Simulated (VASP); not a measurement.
# SrO (I4mm) in VASP: notebook

SrO is run at these levels: LDA; tasks: single point.

Everything below comes from runs of VASP 6.6.1. Logs are shortened: lines on timing, memory, paths and dates and some standing lists are left out, and cuts for length are marked.

## Step 1: The cell of the first run

It takes space group I4mm (No. 107, tetragonal). Conventional cell: a = 3.521 Å, b = 3.521 Å, c = 4.980 Å, α = 90.00°, β = 90.00°, γ = 90.00°. Within 3.2 Å of Sr (site symmetry 4mm) lie 6 O at 2.44 to 2.54 Å. Within 3.2 Å of O (site symmetry 4mm) lie 6 Sr at 2.44 to 2.54 Å.

## Step 2: Single point, LDA (atoms displaced along a vibrational mode, the cell strained)

Input file INCAR:

```
PREC = Accurate ; ENCUT = 520
EDIFF = 1E-7 ; ISMEAR = 0
SIGMA = 0.05 ; LREAL = False
LASPH = True ; NELM = 100
ALGO = Normal ; ISIF = 2
LWAVE = False ; LCHARG = False
NBANDS = 24
```

Input file KPOINTS:

```
regular mesh
0
Gamma
  9 9 8
```

Input file POSCAR:

```
SrO
1.0
    0.0000000000     -2.4898975135     -2.4898975134
   -2.4898975135      0.0000000000     -2.4898975134
    2.4898975135      2.4898975135     -4.9797950270
Sr O
2 2
Direct
   -0.0008166432     -0.0008166432     -0.0008166432
    0.4991833568      0.4991833568      0.4991833568
    0.7544724220      0.7544724220      0.7544724220
    0.2544724220      0.2544724220      0.2544724220
```

Potentials or basis: VASP PAW LDA potentials, release 64 (Sr_sv, O).

The run is started by

```
> cat potpaw_LDA.64/Sr_sv/POTCAR potpaw_LDA.64/O/POTCAR > POTCAR
> mpirun -np 1 vasp_std > vasp.out
```

OUTCAR:

```text
PREC = Accurate
   ENCUT = 520
   EDIFF = 1E-7
   ISMEAR = 0
   LREAL = False
   LASPH = True
   NELM = 100
   ISIF = 2

 ion  position               nearest neighbor table
   1  0.999  0.999  0.999-   3 2.44   3 2.49   3 2.49   4 2.49   4 2.49   4 2.54   2 3.52   2 3.52
                             2 3.52   2 3.52   2 3.52   2 3.52   2 4.98   2 4.98   2 4.98   2 4.98
   2  0.499  0.499  0.499-   4 2.44   4 2.49   4 2.49   3 2.49   3 2.49   3 2.54   1 3.52   1 3.52
                             1 3.52   1 3.52   1 3.52   1 3.52   1 4.98   1 4.98   1 4.98   1 4.98
   3  0.754  0.754  0.754-   1 2.44   1 2.49   1 2.49   2 2.49   2 2.49   2 2.54
   4  0.254  0.254  0.254-   2 2.44   2 2.49   2 2.49   1 2.49   1 2.49   1 2.54

  LATTYP: Found a trigonal (rhomboedric) cell.
 ALAT       =     6.0989784199
 COS(alpha) =     0.8333333333

  Lattice vectors:

 A1 = (   2.4898975135,   4.9797950270,  -2.4898975136)
 A2 = (   4.9797950270,   2.4898975135,  -2.4898975136)
 A3 = (   2.4898975135,   2.4898975135,  -4.9797950270)

Analysis of symmetry for initial positions (statically):
=====================================================================
 Subroutine PRICEL returns following result:

  LATTYP: Found a face centered cubic cell.
 ALAT       =     4.9797950270

  Lattice vectors:

 A1 = (   0.0000000000,  -2.4898975135,   2.4898975135)
 A2 = (   2.4898975135,  -2.4898975135,  -0.0000000000)
 A3 = (   2.4898975135,   0.0000000000,   2.4898975134)

   2 primitive cells build up your supercell.

 Routine SETGRP: Setting up the symmetry group for a
 trigonal (rhombohedral) supercell.

 Subroutine GETGRP returns: Found  2 space group operations
 (whereof  2 operations were pure point group operations)
 out of a pool of 12 trial point group operations.

The static configuration has the point symmetry C_1h.

Analysis of symmetry for dynamics (positions and initial velocities):
=====================================================================
 Subroutine PRICEL returns following result:

  LATTYP: Found a face centered cubic cell.
 ALAT       =     4.9797950270

  Lattice vectors:

 A1 = (   0.0000000000,  -2.4898975135,   2.4898975135)
 A2 = (   2.4898975135,  -2.4898975135,  -0.0000000000)
 A3 = (   2.4898975135,   0.0000000000,   2.4898975134)

   2 primitive cells build up your supercell.

 Routine SETGRP: Setting up the symmetry group for a
 trigonal (rhombohedral) supercell.

 Subroutine GETGRP returns: Found  2 space group operations
 (whereof  2 operations were pure point group operations)
 out of a pool of 12 trial point group operations.

The dynamic configuration has the point symmetry C_1h.

 Subroutine INISYM returns: Found  2 space group operations
 (whereof  2 operations are pure point group operations),
 and found     2 'primitive' translations

----------------------------------------------------------------------------------------

                                     Primitive cell

  volume of cell :      30.8727

  direct lattice vectors                    reciprocal lattice vectors
     0.000000000 -2.489897513  2.489897513    -0.200811478 -0.200811478  0.200811478
     2.489897513 -2.489897513 -0.000000000     0.200811478 -0.200811478 -0.200811478
     2.489897513  0.000000000  2.489897513     0.200811478  0.200811478  0.200811478

  length of vectors
     3.521246833  3.521246833  3.521246832     0.347815683  0.347815683  0.347815683

  position of ions in fractional coordinates (direct lattice)
     0.001633286  0.998366714  0.001633286
     0.491055156  0.508944844  0.491055156

  ion indices of the primitive-cell ions
   primitive index   ion index
                 1           1
                 2           3

----------------------------------------------------------------------------------------
[... 21 lines left out ...]
|                                                                             |
|           W    W    AA    RRRRR   N    N  II  N    N   GGGG   !!!           |
|           W    W   A  A   R    R  NN   N  II  NN   N  G    G  !!!           |
|           W    W  A    A  R    R  N N  N  II  N N  N  G       !!!           |
|           W WW W  AAAAAA  RRRRR   N  N N  II  N  N N  G  GGG   !            |
|           WW  WW  A    A  R   R   N   NN  II  N   NN  G    G                |
|           W    W  A    A  R    R  N    N  II  N    N   GGGG   !!!           |
|                                                                             |
|     Your reciprocal lattice and k-lattice belong to different lattice       |
|     classes:                                                                |
|                                                                             |
|        The reciprocal lattice is rhombohedral (trigonal),                   |
|        whereas your k-lattice is base-centered monoclinic.                  |
|                                                                             |
|     Results are often still useful ...                                      |
|                                                                             |
 -----------------------------------------------------------------------------

 WARNING: IBZKPT: internal override: KBLOWUP is changed to .FALSE.
      ... skipping the blow-up phase ...

 Subroutine IBZKPT returns following result:
 ===========================================

 Found    185 irreducible k-points:

 Following reciprocal coordinates:
            Coordinates               Weight
  0.000000  0.000000  0.000000      1.000000
  0.111111  0.000000  0.000000      4.000000
  0.222222  0.000000  0.000000      4.000000
  0.333333  0.000000  0.000000      4.000000
  0.444444  0.000000  0.000000      4.000000
  0.111111  0.111111  0.000000      2.000000
[... 16 lines left out ...]
 -0.333333  0.333333  0.000000      2.000000
  0.444444  0.444444  0.000000      2.000000
 [... further k-points ...]
   k-points           NKPTS =    185   k-points in BZ     NKDIM =    185   number of bands    NBANDS=     24
   number of dos      NEDOS =    301   number of ions     NIONS =      4
   total plane-waves  NPLWV =  37632
   dimension x,y,z NGX =    28 NGY =   28 NGZ =   48
   dimension x,y,z NGXF=    56 NGYF=   56 NGZF=   96
   ions per type =               2   2
   NGX,Y,Z   is equivalent  to a cutoff of  13.22, 13.22, 13.08 a.u.
   NGXF,Y,Z  is equivalent  to a cutoff of  26.44, 26.44, 26.17 a.u.
 SYSTEM =  unknown system
   PREC   = accura    normal or accurate (medium, high low for compatibility)
   ISTART =      0    job   : 0-new  1-cont  2-samecut
   ICHARG =      2    charge: 1-file 2-atom 10-const
   ISPIN  =      1    spin polarized calculation?
   LNONCOLLINEAR =      F non collinear calculations
   LSORBIT =      F    spin-orbit coupling
   LASPH  =      T    aspherical Exc in radial PAW
   ENCUT  =  520.0 eV  38.22 Ry    6.18 a.u.   6.55  6.55 11.34*2*pi/ulx,y,z
   NELM   =    100;   NELMIN=  2; NELMDL= -5     # of ELM steps
   EDIFF  = 0.1E-06   stopping-criterion for ELM
   LREAL  =      F    real-space projection
   EDIFFG = 0.1E-05   stopping-criterion for IOM
   NSW    =      0    number of steps for IOM
   IBRION =     -1    ionic relax: 0-MD 1-quasi-New 2-CG
   NFREE  =      0    steps in history (QN), initial steepest desc. (CG)
   ISIF   =      2    stress and relaxation
   ISYM   =      2    0-nonsym 1-usesym 2-fastsym
   POTIM  = 0.5000    time-step for ionic-motion
   TEBEG  =    0.0;   TEEND  =   0.0 temperature during run
   PSTRESS=    0.0 pullay stress
   NELECT =      32.0000    total number of electrons
   NUPDOWN=      -1.0000    fix difference up-down
   EMIN   =  10.00;   EMAX   =-10.00  energy-range for DOS
   EFERMI =   0.00;   METHOD = LEGACY
   ISMEAR =     0;   SIGMA  =   0.05  broadening in eV -4-tet -1-fermi 0-gaus
   EFERMI_NEDOS =   21; number of points for ismear=-14 and -15
   IALGO  =     38    algorithm
   IMIX   =      4    mixing-type and parameters
     AMIX     =   0.40;   BMIX     =  1.00
     AMIX_MAG =   1.60;   BMIX_MAG =  1.00
  volume/ion in A,a.u.               =      15.44       104.17
  Fermi-wavevector in a.u.,A,eV,Ry     =   1.314993  2.484976 23.527275  1.729206
  Thomas-Fermi vector in A             =   2.445207
   LORBIT       =      0    0 simple, 1 ext, 2 COOP (PROOUT), +10 PAW based schemes
   GGA     = CA    functional components
   LHFCALC =     F    Hartree Fock is set to
   AEXX    =    0.0000 exact exchange contribution
   IVDW    =     0    specifies the selected vdW correction
   LEPSILON=     F    determine dielectric tensor
   LRPA    =     F    only Hartree local field effects (RPA)
 non-spin polarized calculation
 Gauss-broadening in eV      SIGMA  =   0.05
  energy-cutoff  :      520.00
  volume of cell :       61.75
 maximum number of plane-waves:      1701
 NGX is ok and might be reduce to    28
   NGX = 13   NGY = 13   NGZ = 23

 number of electron      32.0000000 magnetization

 Free energy of the ion-electron system (eV)
  ---------------------------------------------------
  ext. energy  EPLUGINS =         0.00000000
  ---------------------------------------------------
  free energy    TOTEN  =       -26.68693634 eV

  energy without entropy =      -26.68693634  energy(sigma->0) =      -26.68693634

 E-fermi :   2.1515     XC(G=0): -10.9858

 val. band max:        1.8331394281   @ k =   0.0000   0.0000   0.0000
 cond. band min:       4.9171719689   @ k =  -0.4444  -0.4444   0.1250
 fundamental gap:      3.0840325408
 Fermi energy:         2.1515460378

 k-point     1 :       0.0000    0.0000    0.0000
  band No.  band energies     occupation
      1     -29.9464      2.00000
      2     -29.7248      2.00000
      3     -14.8905      2.00000
      4     -13.0512      2.00000
      5     -11.6532      2.00000
      6     -11.6514      2.00000
[... 637 lines left out ...]
     23      12.4320      0.00000
     24      12.7130      0.00000

 [... further k-points ...]

------------------------ aborting loop because EDIFF is reached ----------------------------------------

  FORCE on cell =-STRESS in cart. coord.  units (eV):
  Direction    XX          YY          ZZ          XY          YZ          ZX
  --------------------------------------------------------------------------------------
  -------------------------------------------------------------------------------------
  Total        2.6570213      2.6570213      2.8500454      0.0001537     -0.0000401     -0.0000401
  in kB       68.9447512     68.9447512     73.9533688      0.0039886     -0.0010397     -0.0010400
  external PRESSURE =      70.6142904 kB  Pullay stress =       0.0000000 kB

 VOLUME and BASIS-vectors are now :
 -----------------------------------------------------------------------------
  energy-cutoff  :      520.00
  volume of cell :       61.75
      direct lattice vectors                 reciprocal lattice vectors
     0.000000000 -2.489897513 -2.489897513     0.100405739 -0.301217217 -0.100405739
    -2.489897513  0.000000000 -2.489897513    -0.301217217  0.100405739 -0.100405739
     2.489897513  2.489897513 -4.979795027     0.100405739  0.100405739 -0.100405739

 POSITION                                       TOTAL-FORCE (eV/Angst)
 -----------------------------------------------------------------------------------
      0.00000      0.00000     -9.95146        -0.000045     -0.000045     -0.174502
      0.00000      0.00000     -4.97166        -0.000045     -0.000045     -0.174502
      0.00000      0.00000     -7.51424         0.000045      0.000045      0.174502
      0.00000      0.00000     -2.53444         0.000045      0.000045      0.174502
 -----------------------------------------------------------------------------------
    total drift:                                0.000156      0.000156     -0.000129

  FREE ENERGIE OF THE ION-ELECTRON SYSTEM (eV)
  ---------------------------------------------------
  free  energy   TOTEN  =       -26.6869363426 eV

  energy  without entropy=      -26.6869363426  energy(sigma->0) =      -26.68693634
```

It took 2.5 min on 1 thread of Intel Xeon 6975P-C (Granite Rapids), shared host; peak memory 0.34 GiB.

Results:

```yaml
Free_energy: -26.6869 eV
Pressure: 7.1 GPa
Largest_force: 0.175 eV/Å
Band_gap_on_the_k_mesh: 3.08 eV
```

Forces on the atoms (eV/Å):
```
Sr   0.000  0.000 -0.175
Sr   0.000  0.000 -0.175
O    0.000  0.000  0.175
O    0.000  0.000  0.175
```

Caveat: the cell differs from its parent crystal (atoms displaced along a vibrational mode, the cell strained); the cell stands under pressure.

## Step 3: Single point, LDA (atoms displaced along a vibrational mode, the cell strained)

Input file INCAR:

```
  PREC = Accurate
  ENCUT = 520
  EDIFF = 1E-6
  ISMEAR = 0
  SIGMA = 0.05
  LREAL = F
  LASPH = T
  NELM = 60
  ALGO = Normal
  ISIF = 2
  LWAVE = F
  LCHARG = F
  GGA = CA
  NBANDS = 24
```

KPOINTS is that of step 2.

Input file POSCAR:

```
SrO
1.0
    0.0000000000     -2.4898975135     -2.4898975134
   -2.4898975135      0.0000000000     -2.4898975134
    2.4898975135      2.4898975135     -4.9797950270
Sr O
2 2
Direct
   -0.0016350892     -0.0016350892     -0.0016350892
    0.4983649108      0.4983649108      0.4983649108
    0.7589547170      0.7589547170      0.7589547170
    0.2589547170      0.2589547170      0.2589547170
```

Potentials or basis: VASP PAW LDA potentials, release 64 (Sr_sv, O).

The run is started by

```
> cat potpaw_LDA.64/Sr_sv/POTCAR potpaw_LDA.64/O/POTCAR > POTCAR
> mpirun -np 1 vasp_std > vasp.out
```

OUTCAR:

```text
PREC = Accurate
   ENCUT = 520
   EDIFF = 1E-6
   ISMEAR = 0
   LREAL = F
   LASPH = T
   NELM = 60
   ISIF = 2
   GGA = CA

 ion  position               nearest neighbor table
   1  0.998  0.998  0.998-   3 2.38   3 2.49   3 2.49   4 2.49   4 2.49   4 2.60   2 3.52   2 3.52
                             2 3.52   2 3.52   2 3.52   2 3.52   2 4.98   2 4.98   2 4.98   2 4.98
   2  0.498  0.498  0.498-   4 2.38   4 2.49   4 2.49   3 2.49   3 2.49   3 2.60   1 3.52   1 3.52
                             1 3.52   1 3.52   1 3.52   1 3.52   1 4.98   1 4.98   1 4.98   1 4.98
[... 892 lines left out ...]
  -------------------------------------------------------------------------------------
  Total        2.5755414      2.5755414      3.3503598     -0.0000097     -0.0000260     -0.0000260
  in kB       66.8305000     66.8305000     86.9355930     -0.0002510     -0.0006751     -0.0006750
  external PRESSURE =      73.5321977 kB  Pullay stress =       0.0000000 kB

 VOLUME and BASIS-vectors are now :
 -----------------------------------------------------------------------------
  energy-cutoff  :      520.00
  volume of cell :       61.75
      direct lattice vectors                 reciprocal lattice vectors
     0.000000000 -2.489897513 -2.489897513     0.100405739 -0.301217217 -0.100405739
    -2.489897513  0.000000000 -2.489897513    -0.301217217  0.100405739 -0.100405739
     2.489897513  2.489897513 -4.979795027     0.100405739  0.100405739 -0.100405739

 POSITION                                       TOTAL-FORCE (eV/Angst)
 -----------------------------------------------------------------------------------
      0.00000      0.00000     -9.94331        -0.000016     -0.000016     -0.373999
      0.00000      0.00000     -4.96351        -0.000016     -0.000016     -0.373999
      0.00000      0.00000     -7.55888         0.000016      0.000016      0.373999
      0.00000      0.00000     -2.57908         0.000016      0.000016      0.373999
 -----------------------------------------------------------------------------------
    total drift:                                0.000017      0.000017     -0.000209

  FREE ENERGIE OF THE ION-ELECTRON SYSTEM (eV)
  ---------------------------------------------------
  free  energy   TOTEN  =       -26.6582691986 eV

  energy  without entropy=      -26.6582691986  energy(sigma->0) =      -26.65826920
```

It took 2.5 min on 1 thread of Intel Xeon 6975P-C (Granite Rapids), shared host; peak memory 0.34 GiB.

Results:

```
Free energy            : -26.6583 eV
Pressure               : 7.4 GPa
Largest force          : 0.374 eV/Å
Band gap on the k mesh : 3.09 eV
```

Forces in eV/Å, atoms in the order of the input:
```
Sr   0.000  0.000 -0.374
Sr   0.000  0.000 -0.374
O    0.000  0.000  0.374
O    0.000  0.000  0.374
```

Levels at points of the mesh, in eV from the valence-band top:
```
           k point  band 13  band 14  band 15  band 16  band 17  band 18  band 19  band 20
(0.00, 0.00, 0.00)    -1.34    -0.03    -0.03    -0.01     4.52     6.32     6.37     6.37
(0.00, 0.00, 0.50)    -0.76    -0.76    -0.73    -0.73     6.11     6.11     6.88     6.88
```

Caveat: the cell differs from its parent crystal (atoms displaced along a vibrational mode, the cell strained); the cell stands under pressure.

## Step 4: Single point, LDA (atoms displaced along a vibrational mode, the cell strained)

Input file INCAR:

```
PREC = Accurate
ENCUT = 520
EDIFF = 1E-6
ISMEAR = 0
SIGMA = 0.05
LREAL = F
LASPH = T
NELM = 80
ALGO = Normal
ISIF = 2
LWAVE = F
LCHARG = F
GGA = CA
NBANDS = 24
```

KPOINTS is that of step 3.

Input file POSCAR:

```
SrO
1.0
    0.0000000000     -2.5111678675     -2.5111678675
   -2.5111678675      0.0000000000     -2.5111678675
    2.5111678675      2.5111678675     -5.0223357350
Sr O
2 2
Direct
   -0.0008166432     -0.0008166432     -0.0008166432
    0.4991833568      0.4991833568      0.4991833568
    0.7544724220      0.7544724220      0.7544724220
    0.2544724220      0.2544724220      0.2544724220
```

The run is started by

```
> cat potpaw_LDA.64/Sr_sv/POTCAR potpaw_LDA.64/O/POTCAR > POTCAR
> mpirun -np 1 vasp_std > vasp.out
```

Run time: 2.4 min. Hardware: 1 thread of Intel Xeon 6975P-C (Granite Rapids), shared host; peak memory 0.34 GiB.

It converged, with:

| Item | Value |
| --- | --- |
| Free energy | -26.7419 eV |
| Pressure | 3.8 GPa |
| Largest force | 0.156 eV/Å |
| Band gap on the k mesh | 3.11 eV |

Forces on the atoms (eV/Å):
```
Sr   0.000  0.000 -0.156
Sr   0.000  0.000 -0.156
O    0.000  0.000  0.156
O    0.000  0.000  0.156
```

Stress tensor (GPa, compression positive):
```
3.64 0.00 0.00
0.00 3.64 0.00
0.00 0.00 4.10
```

Levels at points of the mesh, in eV from the valence-band top:
| k point | band 14 | band 15 | band 16 | band 17 | band 18 | band 19 |
| --- | --- | --- | --- | --- | --- | --- |
| (0.00, 0.00, 0.00) | 0.00 | 0.00 | 0.00 | 4.33 | 6.25 | 6.27 |
| (0.00, 0.00, 0.50) | -0.72 | -0.71 | -0.71 | 6.06 | 6.06 | 6.65 |

Caveat: the cell differs from its parent crystal (atoms displaced along a vibrational mode, the cell strained); the cell stands under pressure. A k mesh can miss the band edges.

## Step 5: Overview

| cell | gap on the mesh (eV) | pressure (GPa) | largest force (eV/Å) |
| --- | --- | --- | --- |
| a = 3.521, b = 3.521, c = 6.099 Å, angles 73.2, 73.2, 60.0°, 4 atoms, atomic positions A | 3.08 | 7.1 | 0.17 |
| a = 3.521, b = 3.521, c = 6.099 Å, angles 73.2, 73.2, 60.0°, 4 atoms, atomic positions B | 3.09 | 7.4 | 0.37 |
| a = 3.551, b = 3.551, c = 6.151 Å, angles 73.2, 73.2, 60.0°, 4 atoms, atomic positions A | 3.11 | 3.8 | 0.16 |

Alike in all rows: task single point; level LDA; potentials or basis VASP PAW LDA potentials, release 64 (Sr_sv, O); no spin polarisation; k mesh 9 × 9 × 8; cutoff (eV) 520; smearing gaussian 0.05 eV.

Caveats: the cell stands under pressure.

Total energies depend on the potentials used, so only differences within one code and one set of settings carry meaning.
